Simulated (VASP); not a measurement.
# TePt (P6_3/mmc) in VASP: a series of runs

The runs below take TePt through single point, relaxation of cell and atoms, with PBEsol.

Program: VASP 6.6.1. These are calculated values, not measurements. Logs are shortened: lines on timing, memory, paths and dates and some standing lists are left out, and cuts for length are marked.

**1. The cell of the first run**

The structure is hexagonal, space group P6_3/mmc (No. 194). The conventional cell has a = 4.223 Å, b = 4.223 Å, c = 5.542 Å, α = 90.00°, β = 90.00°, γ = 120.00°. Te (site symmetry -6m2) has 6 Pt at 2.80 Å and 6 Te at 3.69 Å within 3.7 Å. Pt (site symmetry -3m) has 2 Pt at 2.77 Å and 6 Te at 2.80 Å within 3.7 Å.

**2. Single point, PBEsol**

INCAR

```
SYSTEM = TePt
PREC     = Accurate       ! precision mode
ENCUT    = 520            ! plane-wave cutoff, eV
EDIFF    = 1E-6           ! SCF threshold, eV
ISMEAR   = 0              ! smearing method
SIGMA    = 0.1            ! smearing width, eV
LREAL    = .False.        ! projectors in reciprocal space
LASPH    = .True.         ! aspherical terms in the spheres
NELM     = 60             ! most SCF steps
ALGO     = Normal         ! electronic algorithm
ISIF     = 2              ! what is computed and relaxed
LWAVE    = .False.        ! write WAVECAR
LCHARG   = .False.        ! write CHGCAR
GGA      = PS             ! functional
NBANDS   = 24             ! bands
```

KPOINTS

```
Automatic mesh
0
Gamma
  12 12 8
  0 0 0
```

POSCAR

```
TePt
1.0
    4.2231471742      0.0000000000      0.0000000000
   -2.1115735871      3.6573527368      0.0000000000
    0.0000000000      0.0000000000      5.5416492615
Te Pt
2 2
Direct
    0.3333333333      0.6666666667      0.2500000000
    0.6666666667      0.3333333333      0.7500000000
    0.0000000000      0.0000000000      0.0000000000
    0.0000000000      0.0000000000      0.5000000000
```

Potentials or basis: VASP PAW PBE potentials, release 64 (Te, Pt).

On the command line:

```
$ cat potpaw_PBE.64/Te/POTCAR potpaw_PBE.64/Pt/POTCAR > POTCAR
$ mpirun -np 1 vasp_std > vasp.out
```

OUTCAR:

```text
SYSTEM = TePt
   PREC = Accurate
   ENCUT = 520
   EDIFF = 1E-6
   ISMEAR = 0
   LREAL = .False.
   LASPH = .True.
   NELM = 60
   ISIF = 2
   GGA = PS

 ion  position               nearest neighbor table
   1  0.333  0.667  0.250-   3 2.80   4 2.80   3 2.80   4 2.80   3 2.80   4 2.80
   2  0.667  0.333  0.750-   3 2.80   4 2.80   3 2.80   4 2.80   3 2.80   4 2.80
   3  0.000  0.000  0.000-   4 2.77   4 2.77   1 2.80   2 2.80   2 2.80   1 2.80   2 2.80   1 2.80

   4  0.000  0.000  0.500-   3 2.77   3 2.77   1 2.80   2 2.80   2 2.80   1 2.80   2 2.80   1 2.80

  LATTYP: Found a hexagonal cell.
 ALAT       =     4.2231471742
 C/A-ratio  =     1.3122084154

  Lattice vectors:

 A1 = (   4.2231471742,   0.0000000000,   0.0000000000)
 A2 = (  -2.1115735871,   3.6573527368,   0.0000000000)
 A3 = (   0.0000000000,   0.0000000000,   5.5416492615)

Analysis of symmetry for initial positions (statically):
=====================================================================
 Subroutine PRICEL returns:
 Original cell was already a primitive cell.

 Routine SETGRP: Setting up the symmetry group for a
 hexagonal supercell.

 Subroutine GETGRP returns: Found 24 space group operations
 (whereof 12 operations were pure point group operations)
 out of a pool of 24 trial point group operations.

The static configuration has the point symmetry D_3d.
 The point group associated with its full space group is D_6h.

Analysis of symmetry for dynamics (positions and initial velocities):
=====================================================================
 Subroutine PRICEL returns:
 Original cell was already a primitive cell.

 Routine SETGRP: Setting up the symmetry group for a
 hexagonal supercell.

 Subroutine GETGRP returns: Found 24 space group operations
 (whereof 12 operations were pure point group operations)
 out of a pool of 24 trial point group operations.

The dynamic configuration has the point symmetry D_3d.
 The point group associated with its full space group is D_6h.

 Subroutine INISYM returns: Found 24 space group operations
 (whereof 12 operations are pure point group operations),
 and found     1 'primitive' translations

----------------------------------------------------------------------------------------

                                     Primitive cell

  volume of cell :      85.5938

  direct lattice vectors                    reciprocal lattice vectors
     4.223147174  0.000000000  0.000000000     0.236790232  0.136710904  0.000000000
    -2.111573587  3.657352737  0.000000000     0.000000000  0.273421809  0.000000000
     0.000000000  0.000000000  5.541649261     0.000000000  0.000000000  0.180451695

  length of vectors
     4.223147174  4.223147174  5.541649261     0.273421809  0.273421809  0.180451695

  position of ions in fractional coordinates (direct lattice)
     0.333333333  0.666666667  0.250000000
     0.666666667  0.333333333  0.750000000
     0.000000000  0.000000000  0.000000000
     0.000000000  0.000000000  0.500000000

  ion indices of the primitive-cell ions
   primitive index   ion index
                 1           1
                 2           2
                 3           3
                 4           4

----------------------------------------------------------------------------------------

 KPOINTS: Automatic mesh

Automatic generation of k-mesh.
 Grid dimensions read from file:
 generate k-points for:   12   12    8

 Generating k-lattice:

  Cartesian coordinates                     Fractional coordinates (reciprocal lattice)
     0.019732519  0.011392575  0.000000000     0.083333333  0.000000000  0.000000000
     0.000000000  0.022785151  0.000000000     0.000000000  0.083333333  0.000000000
     0.000000000  0.000000000  0.022556462     0.000000000  0.000000000  0.125000000

  Length of vectors
     0.022785151  0.022785151  0.022556462

  Shift w.r.t. Gamma in fractional coordinates (k-lattice)
     0.000000000  0.000000000  0.000000000

 Subroutine IBZKPT returns following result:
 ===========================================

 Found     95 irreducible k-points:

 Following reciprocal coordinates:
            Coordinates               Weight
  0.000000  0.000000  0.000000      1.000000
  0.083333  0.000000  0.000000      6.000000
  0.166667  0.000000  0.000000      6.000000
  0.250000  0.000000  0.000000      6.000000
  0.333333  0.000000  0.000000      6.000000
  0.416667  0.000000  0.000000      6.000000
[... 16 lines left out ...]
  0.250000  0.000000  0.125000     12.000000
  0.333333  0.000000  0.125000     12.000000
 [... further k-points ...]
   k-points           NKPTS =     95   k-points in BZ     NKDIM =     95   number of bands    NBANDS=     24
   number of dos      NEDOS =    301   number of ions     NIONS =      4
   total plane-waves  NPLWV =  43008
   dimension x,y,z NGX =    32 NGY =   32 NGZ =   42
   dimension x,y,z NGXF=    64 NGYF=   64 NGZF=   84
   ions per type =               2   2
   NGX,Y,Z   is equivalent  to a cutoff of  12.60, 12.60, 12.60 a.u.
   NGXF,Y,Z  is equivalent  to a cutoff of  25.19, 25.19, 25.20 a.u.
 SYSTEM =  TePt
   PREC   = accura    normal or accurate (medium, high low for compatibility)
   ISTART =      0    job   : 0-new  1-cont  2-samecut
   ICHARG =      2    charge: 1-file 2-atom 10-const
   ISPIN  =      1    spin polarized calculation?
   LNONCOLLINEAR =      F non collinear calculations
   LSORBIT =      F    spin-orbit coupling
   LASPH  =      T    aspherical Exc in radial PAW
   ENCUT  =  520.0 eV  38.22 Ry    6.18 a.u.   7.85  7.85 10.30*2*pi/ulx,y,z
   NELM   =     60;   NELMIN=  2; NELMDL= -5     # of ELM steps
   EDIFF  = 0.1E-05   stopping-criterion for ELM
   LREAL  =      F    real-space projection
   EDIFFG = 0.1E-04   stopping-criterion for IOM
   NSW    =      0    number of steps for IOM
   IBRION =     -1    ionic relax: 0-MD 1-quasi-New 2-CG
   NFREE  =      0    steps in history (QN), initial steepest desc. (CG)
   ISIF   =      2    stress and relaxation
   ISYM   =      2    0-nonsym 1-usesym 2-fastsym
   POTIM  = 0.5000    time-step for ionic-motion
   TEBEG  =    0.0;   TEEND  =   0.0 temperature during run
   PSTRESS=    0.0 pullay stress
   NELECT =      32.0000    total number of electrons
   NUPDOWN=      -1.0000    fix difference up-down
   EMIN   =  10.00;   EMAX   =-10.00  energy-range for DOS
   EFERMI =   0.00;   METHOD = LEGACY
   ISMEAR =     0;   SIGMA  =   0.10  broadening in eV -4-tet -1-fermi 0-gaus
   EFERMI_NEDOS =   21; number of points for ismear=-14 and -15
   IALGO  =     38    algorithm
   IMIX   =      4    mixing-type and parameters
     AMIX     =   0.40;   BMIX     =  1.00
     AMIX_MAG =   1.60;   BMIX_MAG =  1.00
  volume/ion in A,a.u.               =      21.40       144.40
  Fermi-wavevector in a.u.,A,eV,Ry     =   1.179354  2.228656 18.924010  1.390875
  Thomas-Fermi vector in A             =   2.315666
   LORBIT       =      0    0 simple, 1 ext, 2 COOP (PROOUT), +10 PAW based schemes
   GGA     = PS    functional components
   LHFCALC =     F    Hartree Fock is set to
   AEXX    =    0.0000 exact exchange contribution
   IVDW    =     0    specifies the selected vdW correction
   LEPSILON=     F    determine dielectric tensor
   LRPA    =     F    only Hartree local field effects (RPA)
 non-spin polarized calculation
 Gauss-broadening in eV      SIGMA  =   0.10
  energy-cutoff  :      520.00
  volume of cell :       85.59
 maximum number of plane-waves:      2334
 NGX is ok and might be reduce to    32
   NGX = 15   NGY = 15   NGZ = 21

 number of electron      32.0000002 magnetization

 Free energy of the ion-electron system (eV)
  ---------------------------------------------------
  ext. energy  EPLUGINS =         0.00000000
  ---------------------------------------------------
  free energy    TOTEN  =       -21.84451972 eV

  energy without entropy =      -21.83207075  energy(sigma->0) =      -21.83829524

 E-fermi :   9.4930     XC(G=0): -11.3734

 val. band max:        9.4875367048   @ k =   0.0833   0.0833   0.5000
 cond. band min:       9.5039318309   @ k =   0.4167   0.1667   0.2500
 fundamental gap:      0.0163951261
 Fermi energy:         9.4930150687

 k-point     1 :       0.0000    0.0000    0.0000
  band No.  band energies     occupation
      1      -4.5873      2.00000
      2      -1.8254      2.00000
      3       2.2474      2.00000
      4       3.3415      2.00000
      5       3.3415      2.00000
      6       3.9366      2.00000
[... 16 lines left out ...]
     23      16.9229      0.00000
     24      16.9229      0.00000

 k-point     2 :       0.0833    0.0000    0.0000
  band No.  band energies     occupation
      1      -4.5185      2.00000
      2      -1.8670      2.00000
      3       2.3404      2.00000
      4       3.3668      2.00000
      5       3.4359      2.00000
      6       3.8960      2.00000
[... 16 lines left out ...]
     23      15.8232      0.00000
     24      16.5403      0.00000

 k-point     3 :       0.1667    0.0000    0.0000
  band No.  band energies     occupation
      1      -4.3172      2.00000
      2      -1.9794      2.00000
      3       2.6145      2.00000
      4       3.4329      2.00000
      5       3.6784      2.00000
      6       3.7377      2.00000
[... 16 lines left out ...]
     23      15.2454      0.00000
     24      15.7998      0.00000

 k-point     4 :       0.2500    0.0000    0.0000
  band No.  band energies     occupation
      1      -4.0006      2.00000
      2      -2.1362      2.00000
      3       3.0502      2.00000
      4       3.2239      2.00000
      5       3.5106      2.00000
      6       4.0754      2.00000
[... 16 lines left out ...]
     23      15.4335      0.00000
     24      16.2517      0.00000

 k-point     5 :       0.3333    0.0000    0.0000
  band No.  band energies     occupation
      1      -3.6033      2.00000
      2      -2.3181      2.00000
      3       2.5106      2.00000
      4       3.5633      2.00000
      5       3.5901      2.00000
      6       4.2838      2.00000
[... 451 lines left out ...]
 k-point    22 :       0.1667    0.0000    0.1250
  band No.  band energies     occupation
      1      -4.2536      2.00000
      2      -2.1189      2.00000
      3       2.6800      2.00000
      4       3.4936      2.00000
      5       3.8197      2.00000
      6       3.8958      2.00000
[... 16 lines left out ...]
     23      15.2626      0.00000
     24      15.8525      0.00000

 k-point    23 :       0.2500    0.0000    0.1250
  band No.  band energies     occupation
      1      -3.9435      2.00000
      2      -2.2274      2.00000
      3       2.9318      2.00000
      4       3.3123      2.00000
      5       3.5679      2.00000
      6       4.3476      2.00000
[... 16 lines left out ...]
     23      15.8840      0.00000
     24      16.3628      0.00000

 k-point    24 :       0.3333    0.0000    0.1250
  band No.  band energies     occupation
      1      -3.5567      2.00000
      2      -2.3666      2.00000
      3       2.5401      2.00000
      4       3.3671      2.00000
      5       3.6176      2.00000
      6       4.3717      2.00000
[... 16 lines left out ...]
     23      15.9722      0.00000
     24      17.3416      0.00000

 [... further k-points ...]
[... 5 lines left out ...]
  --------------------------------------------------------------------------------------
  -------------------------------------------------------------------------------------
  Total       -0.0762492     -0.0762492     -0.0753831     -0.0000000      0.0000000      0.0000000
  in kB       -1.4272615     -1.4272615     -1.4110505     -0.0000000      0.0000000      0.0000000
  external PRESSURE =      -1.4218578 kB  Pullay stress =       0.0000000 kB

 VOLUME and BASIS-vectors are now :
 -----------------------------------------------------------------------------
  energy-cutoff  :      520.00
  volume of cell :       85.59
      direct lattice vectors                 reciprocal lattice vectors
     4.223147174  0.000000000  0.000000000     0.236790232  0.136710904  0.000000000
    -2.111573587  3.657352737  0.000000000     0.000000000  0.273421809  0.000000000
     0.000000000  0.000000000  5.541649261     0.000000000  0.000000000  0.180451695

 POSITION                                       TOTAL-FORCE (eV/Angst)
 -----------------------------------------------------------------------------------
     -0.00000      2.43824      1.38541        -0.000000      0.000000      0.000000
      2.11157      1.21912      4.15624        -0.000000     -0.000000      0.000000
      0.00000      0.00000      0.00000         0.000000      0.000000      0.000000
      0.00000      0.00000      2.77082         0.000000      0.000000      0.000000
 -----------------------------------------------------------------------------------
    total drift:                               -0.000000      0.000000     -0.000000

  FREE ENERGIE OF THE ION-ELECTRON SYSTEM (eV)
  ---------------------------------------------------
  free  energy   TOTEN  =       -21.8445197229 eV

  energy  without entropy=      -21.8320707546  energy(sigma->0) =      -21.83829524
```

It took 3.9 min on 1 thread of Intel Xeon 8259CL, shared host; peak memory 0.32 GiB.

Results:

```yaml
Free_energy: -21.8445 eV
Pressure: -0.1 GPa
Band_gap_on_the_k_mesh: zero (bands 16 and 17 overlap by 1.40 eV)
```

Caveat: the PAW data sets were made with another functional, which shifts forces and pressure a little; spin-orbit coupling is left out, which moves the levels of the heavy elements.

(Continued in part 2 of 2.)

The gap in the log of VASP goes by the Fermi energy; the results here count the filled bands.